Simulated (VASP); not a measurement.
# BaTiO3 (P4mm) in VASP: further runs

BaTiO3 is run at these levels: PBE; tasks: relaxation of shape and atoms at fixed volume.

Everything below comes from runs of VASP 6.6.1. Logs are shortened: lines on timing, memory, paths and dates and some standing lists are left out, and cuts for length are marked.

**1. The cell of the first run**

It takes space group P4mm (No. 99, tetragonal). Conventional cell: a = 4.018 Å, b = 4.018 Å, c = 4.548 Å, α = 90.00°, β = 90.00°, γ = 90.00°. Ba (site symmetry 4mm) has 12 O at 2.83 to 3.25 Å and 8 Ti at 3.62 to 3.65 Å within 3.7 Å. Ti (site symmetry 4mm) has 5 O at 1.81 to 2.03 Å within 2.4 Å. O (site symmetry 4mm) has 1 Ti at 1.81 Å within 2.4 Å. O (site symmetry 2mm) has 2 Ti at 2.03 Å within 2.7 Å.

**2. Relaxation of shape and atoms at fixed volume, PBE (14.68 Å³/atom)**

Contents of INCAR:

```
SYSTEM = BaTiO3
ALGO = Normal
EDIFF = 1E-6
EDIFFG = -0.01
ENCUT = 600
GGA = PE
IBRION = 2
ISIF = 4
ISMEAR = 0
LASPH = .True.
LCHARG = .False.
LREAL = .False.
LWAVE = .False.
NELM = 100
NSW = 50
PREC = Accurate
SIGMA = 0.02
```

Contents of KPOINTS:

```
k-points
0
Gamma
  8 8 8
  0 0 0
```

Contents of POSCAR:

```
BaTiO3
1.0
    4.0177686379      0.0000000000      0.0000000000
    0.0000000000      4.0177686379      0.0000000000
    0.0000000000      0.0000000000      4.5479333043
Ba Ti O
1 1 3
Direct
    0.0000000000      0.0000000000     -0.0349314207
    0.5000000000      0.5000000000      0.4595549383
    0.5000000000      0.5000000000      0.0624371887
    0.5000000000      0.0000000000      0.5279696469
    0.0000000000      0.5000000000      0.5279696469
```

Potentials or basis: VASP PAW PBE potentials, release 64 (Ba_sv, Ti_sv, O).

The run is started by

```
> cat potpaw_PBE.64/Ba_sv/POTCAR potpaw_PBE.64/Ti_sv/POTCAR potpaw_PBE.64/O/POTCAR > POTCAR
> mpirun -np 1 vasp_std > vasp.out
```

OUTCAR:

```text
SYSTEM = BaTiO3
   EDIFF = 1E-6
   EDIFFG = -0.01
   ENCUT = 600
   GGA = PE
   IBRION = 2
   ISIF = 4
   ISMEAR = 0
   LASPH = .True.
   LREAL = .False.
   NELM = 100
   NSW = 50
   PREC = Accurate

 ion  position               nearest neighbor table
   1  0.000  0.000  0.965-   4 2.83   5 2.83   5 2.83   4 2.83   3 2.88   3 2.88   3 2.88   3 2.88
                             4 3.25   5 3.25   5 3.25   4 3.25   2 3.62   2 3.62   2 3.62   2 3.62
   2  0.500  0.500  0.460-   3 1.81   4 2.03   5 2.03   4 2.03   5 2.03   1 3.62   1 3.62   1 3.62
                             1 3.62   1 3.65   1 3.65   1 3.65   1 3.65
   3  0.500  0.500  0.062-   2 1.81   1 2.88   1 2.88   1 2.88   1 2.88
   4  0.500  0.000  0.528-   2 2.03   2 2.03   1 2.83   1 2.83   1 3.25   1 3.25
   5  0.000  0.500  0.528-   2 2.03   2 2.03   1 2.83   1 2.83   1 3.25   1 3.25

  LATTYP: Found a simple tetragonal cell.
 ALAT       =     4.0177686379
 C/A-ratio  =     1.1319550014

  Lattice vectors:

 A1 = (   4.0177686379,   0.0000000000,   0.0000000000)
 A2 = (   0.0000000000,   4.0177686379,   0.0000000000)
 A3 = (   0.0000000000,   0.0000000000,   4.5479333043)

Analysis of symmetry for initial positions (statically):
=====================================================================
 Subroutine PRICEL returns:
 Original cell was already a primitive cell.

 Routine SETGRP: Setting up the symmetry group for a
 simple tetragonal supercell.

 Subroutine GETGRP returns: Found  8 space group operations
 (whereof  8 operations were pure point group operations)
 out of a pool of 16 trial point group operations.

The static configuration has the point symmetry C_4v.

Analysis of symmetry for dynamics (positions and initial velocities):
=====================================================================
 Subroutine PRICEL returns:
 Original cell was already a primitive cell.

 Routine SETGRP: Setting up the symmetry group for a
 simple tetragonal supercell.

 Subroutine GETGRP returns: Found  8 space group operations
 (whereof  8 operations were pure point group operations)
 out of a pool of 16 trial point group operations.

The dynamic configuration has the point symmetry C_4v.

 Subroutine INISYM returns: Found  8 space group operations
 (whereof  8 operations are pure point group operations),
 and found     1 'primitive' translations

----------------------------------------------------------------------------------------

                                     Primitive cell

  volume of cell :      73.4149

  direct lattice vectors                    reciprocal lattice vectors
     4.017768638  0.000000000  0.000000000     0.248894372  0.000000000  0.000000000
     0.000000000  4.017768638  0.000000000     0.000000000  0.248894372  0.000000000
     0.000000000  0.000000000  4.547933304     0.000000000  0.000000000  0.219880093

  length of vectors
     4.017768638  4.017768638  4.547933304     0.248894372  0.248894372  0.219880093

  position of ions in fractional coordinates (direct lattice)
     0.000000000  0.000000000  0.965068579
     0.500000000  0.500000000  0.459554938
     0.500000000  0.500000000  0.062437189
     0.500000000  0.000000000  0.527969647
     0.000000000  0.500000000  0.527969647

  ion indices of the primitive-cell ions
   primitive index   ion index
                 1           1
                 2           2
                 3           3
                 4           4
                 5           5

----------------------------------------------------------------------------------------

 KPOINTS: k-points

Automatic generation of k-mesh.
 Grid dimensions read from file:
 generate k-points for:    8    8    8

 Generating k-lattice:

  Cartesian coordinates                     Fractional coordinates (reciprocal lattice)
     0.031111796  0.000000000  0.000000000     0.125000000  0.000000000  0.000000000
     0.000000000  0.031111796  0.000000000     0.000000000  0.125000000  0.000000000
     0.000000000  0.000000000  0.027485012     0.000000000  0.000000000  0.125000000

  Length of vectors
     0.031111796  0.031111796  0.027485012

  Shift w.r.t. Gamma in fractional coordinates (k-lattice)
     0.000000000  0.000000000  0.000000000

 Subroutine IBZKPT returns following result:
 ===========================================

 Found     75 irreducible k-points:

 Following reciprocal coordinates:
            Coordinates               Weight
  0.000000  0.000000  0.000000      1.000000
  0.125000  0.000000  0.000000      4.000000
  0.250000  0.000000  0.000000      4.000000
  0.375000  0.000000  0.000000      4.000000
  0.500000  0.000000  0.000000      2.000000
  0.125000  0.125000  0.000000      4.000000
[... 16 lines left out ...]
  0.375000  0.125000  0.125000     16.000000
  0.500000  0.125000  0.125000      8.000000
 [... further k-points ...]
   k-points           NKPTS =     75   k-points in BZ     NKDIM =     75   number of bands    NBANDS=     24
   number of dos      NEDOS =    301   number of ions     NIONS =      5
   total plane-waves  NPLWV =  36864
   dimension x,y,z NGX =    32 NGY =   32 NGZ =   36
   dimension x,y,z NGXF=    64 NGYF=   64 NGZF=   72
   ions per type =               1   1   3
   NGX,Y,Z   is equivalent  to a cutoff of  13.24, 13.24, 13.16 a.u.
   NGXF,Y,Z  is equivalent  to a cutoff of  26.48, 26.48, 26.32 a.u.
 SYSTEM =  BaTiO3
   PREC   = accura    normal or accurate (medium, high low for compatibility)
   ISTART =      0    job   : 0-new  1-cont  2-samecut
   ICHARG =      2    charge: 1-file 2-atom 10-const
   ISPIN  =      1    spin polarized calculation?
   LNONCOLLINEAR =      F non collinear calculations
   LSORBIT =      F    spin-orbit coupling
   LASPH  =      T    aspherical Exc in radial PAW
   ENCUT  =  600.0 eV  44.10 Ry    6.64 a.u.   8.02  8.02  9.08*2*pi/ulx,y,z
   NELM   =    100;   NELMIN=  2; NELMDL= -5     # of ELM steps
   EDIFF  = 0.1E-05   stopping-criterion for ELM
   LREAL  =      F    real-space projection
   EDIFFG = -.1E-01   stopping-criterion for IOM
   NSW    =     50    number of steps for IOM
   IBRION =      2    ionic relax: 0-MD 1-quasi-New 2-CG
   NFREE  =      1    steps in history (QN), initial steepest desc. (CG)
   ISIF   =      4    stress and relaxation
   ISYM   =      2    0-nonsym 1-usesym 2-fastsym
   POTIM  = 0.5000    time-step for ionic-motion
   TEBEG  =    0.0;   TEEND  =   0.0 temperature during run
   PSTRESS=    0.0 pullay stress
   NELECT =      40.0000    total number of electrons
   NUPDOWN=      -1.0000    fix difference up-down
   EMIN   =  10.00;   EMAX   =-10.00  energy-range for DOS
   EFERMI =   0.00;   METHOD = LEGACY
   ISMEAR =     0;   SIGMA  =   0.02  broadening in eV -4-tet -1-fermi 0-gaus
   EFERMI_NEDOS =   21; number of points for ismear=-14 and -15
   IALGO  =     38    algorithm
   IMIX   =      4    mixing-type and parameters
     AMIX     =   0.40;   BMIX     =  1.00
     AMIX_MAG =   1.60;   BMIX_MAG =  1.00
  volume/ion in A,a.u.               =      14.68        99.09
  Fermi-wavevector in a.u.,A,eV,Ry     =   1.337109  2.526770 24.325323  1.787861
  Thomas-Fermi vector in A             =   2.465683
   LORBIT       =      0    0 simple, 1 ext, 2 COOP (PROOUT), +10 PAW based schemes
   GGA     = PE    functional components
   LHFCALC =     F    Hartree Fock is set to
   AEXX    =    0.0000 exact exchange contribution
   IVDW    =     0    specifies the selected vdW correction
   LEPSILON=     F    determine dielectric tensor
   LRPA    =     F    only Hartree local field effects (RPA)
 conjugate gradient relaxation of ions
 non-spin polarized calculation
 Gauss-broadening in eV      SIGMA  =   0.02
  energy-cutoff  :      600.00
  volume of cell :       73.41
 maximum number of plane-waves:      2492
   NGX = 17   NGY = 17   NGZ = 19

--------------------------------------- Ionic step        1  -------------------------------------------

 number of electron      40.0000005 magnetization

 Free energy of the ion-electron system (eV)
  ---------------------------------------------------
  ext. energy  EPLUGINS =         0.00000000
  ---------------------------------------------------
  free energy    TOTEN  =       -39.95271496 eV

  energy without entropy =      -39.95271496  energy(sigma->0) =      -39.95271496

------------------------ aborting loop because EDIFF is reached ----------------------------------------

  FORCE on cell =-STRESS in cart. coord.  units (eV):
  Direction    XX          YY          ZZ          XY          YZ          ZX
  --------------------------------------------------------------------------------------
  -------------------------------------------------------------------------------------
  Total       -3.0718158     -3.0718158     -2.8946467      0.0000000      0.0000000      0.0000000
  in kB      -67.0381183    -67.0381183    -63.1716476      0.0000000      0.0000000      0.0000000
  external PRESSURE =     -65.7492948 kB  Pullay stress =       0.0000000 kB
[... 98 lines left out ...]
  FREE ENERGIE OF THE ION-ELECTRON SYSTEM (eV)
  ---------------------------------------------------
  free  energy   TOTEN  =       -39.9582168022 eV

  energy  without entropy=      -39.9582168022  energy(sigma->0) =      -39.95821680

[... ionic steps 4 to 9 ...]

--------------------------------------- Ionic step       10  -------------------------------------------

 number of electron      39.9999986 magnetization

------------------------ aborting loop because EDIFF is reached ----------------------------------------

  FORCE on cell =-STRESS in cart. coord.  units (eV):
  Direction    XX          YY          ZZ          XY          YZ          ZX
  --------------------------------------------------------------------------------------
  -------------------------------------------------------------------------------------
  Total       -1.8238068     -1.8238068     -1.7147192      0.0000000      0.0000000      0.0000000
  in kB      -39.8020534    -39.8020534    -37.4213682      0.0000000      0.0000000      0.0000000
  external PRESSURE =     -39.0084916 kB  Pullay stress =       0.0000000 kB
[... 63 lines left out ...]
  energy  without entropy=      -39.9719627199  energy(sigma->0) =      -39.97196272

--------------------------------------- Ionic step       12  -------------------------------------------

 number of electron      39.9999982 magnetization

 Free energy of the ion-electron system (eV)
  ---------------------------------------------------
  ext. energy  EPLUGINS =         0.00000000
  ---------------------------------------------------
  free energy    TOTEN  =       -39.97199142 eV

  energy without entropy =      -39.97199142  energy(sigma->0) =      -39.97199142

 E-fermi :   3.4562     XC(G=0): -10.4669

 val. band max:        3.3457662915   @ k =   0.5000   0.5000   0.5000
 cond. band min:       5.1423448142   @ k =   0.0000   0.0000   0.0000
 fundamental gap:      1.7965785228
 Fermi energy:         3.4561612588

 k-point     1 :       0.0000    0.0000    0.0000
  band No.  band energies     occupation
      1     -53.4881      2.00000
      2     -29.9089      2.00000
      3     -29.6589      2.00000
      4     -29.6589      2.00000
      5     -22.4719      2.00000
      6     -13.7760      2.00000
[... 637 lines left out ...]
     23       6.6491      0.00000
     24       7.3830      0.00000

 [... further k-points ...]

------------------------ aborting loop because EDIFF is reached ----------------------------------------

  FORCE on cell =-STRESS in cart. coord.  units (eV):
  Direction    XX          YY          ZZ          XY          YZ          ZX
  --------------------------------------------------------------------------------------
  -------------------------------------------------------------------------------------
  Total       -1.7044659     -1.7044659     -1.6480337      0.0000000      0.0000000      0.0000000
  in kB      -37.1976045    -37.1976045    -35.9660501      0.0000000      0.0000000      0.0000000
  external PRESSURE =     -36.7870864 kB  Pullay stress =       0.0000000 kB
[... 20 lines left out ...]
  FREE ENERGIE OF THE ION-ELECTRON SYSTEM (eV)
  ---------------------------------------------------
  free  energy   TOTEN  =       -39.9719914218 eV

  energy  without entropy=      -39.9719914218  energy(sigma->0) =      -39.97199142

 reached required accuracy - stopping structural energy minimisation
```

It took 12 min on 1 thread of Intel Xeon Platinum 8488C (Sapphire Rapids), shared host; peak memory 0.31 GiB.

What came out:

```
Free energy                  : -39.9720 eV
Energy gained by relaxing    : 3.9 meV/atom
Ionic steps                  : 12
Pressure after relaxing      : -3.7 GPa
Largest force after relaxing : 0.009 eV/Å
Band gap on the k mesh       : 1.80 eV (least direct gap 2.55 eV)
```

Forces on the atoms (eV/Å):
```
Ba   0.000  0.000  0.003
Ti   0.000  0.000  0.009
O    0.000  0.000  0.000
O    0.000  0.000 -0.006
O    0.000  0.000 -0.006
```

Step by step:
| step | energy change (eV) | largest force (eV/Å) | pressure (GPa) | volume (Å³) |
| --- | --- | --- | --- | --- |
| 1 | 0.0000 | 0.4615 | -6.57 | 73.41 |
| 2 | -0.0042 | 0.3513 | -5.44 | 73.41 |
| 3 | -0.0055 | 0.1254 | -5.82 | 73.41 |
| 4 | -0.0100 | 0.0581 | -5.48 | 73.41 |
| 5 | -0.0129 | 0.1076 | -4.86 | 73.41 |
| 6 | -0.0150 | 0.0840 | -4.68 | 73.41 |
| 7 | -0.0162 | 0.1210 | -4.41 | 73.41 |
| 8 | -0.0174 | 0.2053 | -3.95 | 73.41 |
| 9 | -0.0174 | 0.1899 | -3.97 | 73.41 |
| 10 | -0.0183 | 0.1405 | -3.90 | 73.41 |
| 11 | -0.0192 | 0.0295 | -3.71 | 73.41 |
| 12 | -0.0193 | 0.0088 | -3.68 | 73.41 |

Final structure:
```
CELL_PARAMETERS angstrom
3.95656 0.00000 0.00000
0.00000 3.95656 0.00000
0.00000 0.00000 4.68973
ATOMIC_POSITIONS crystal
Ba 0.00000 0.00000 0.95181
Ti 0.50000 0.50000 0.45439
O 0.50000 0.50000 0.07422
O 0.50000 0.00000 0.53129
O 0.00000 0.50000 0.53129
```

Levels at points of the mesh, in eV from the valence-band top:
```
           k point  band 17  band 18  band 19  band 20  band 21  band 22  band 23  band 24
(0.00, 0.00, 0.00)    -1.99    -1.73    -0.76    -0.76     1.80     3.03     3.03     3.64
(0.50, 0.00, 0.00)    -2.22    -2.13    -2.06    -1.75     2.97     3.18     3.29     3.83
(0.50, 0.50, 0.00)    -2.61    -1.24    -1.24    -0.02     2.95     3.35     3.35     3.76
(0.00, 0.00, 0.50)    -2.36    -2.09    -0.75    -0.75     1.85     3.35     3.35     4.00
(0.50, 0.00, 0.50)    -2.14    -1.71    -1.42    -1.04     3.18     3.28     3.34     4.54
(0.50, 0.50, 0.50)    -2.90    -1.16    -1.16     0.00     3.47     3.47     3.72     4.72
```

Caveat: spin-orbit coupling is left out, which moves the levels of the heavy elements. A k mesh can miss the band edges.

[end of part 1 of 2]
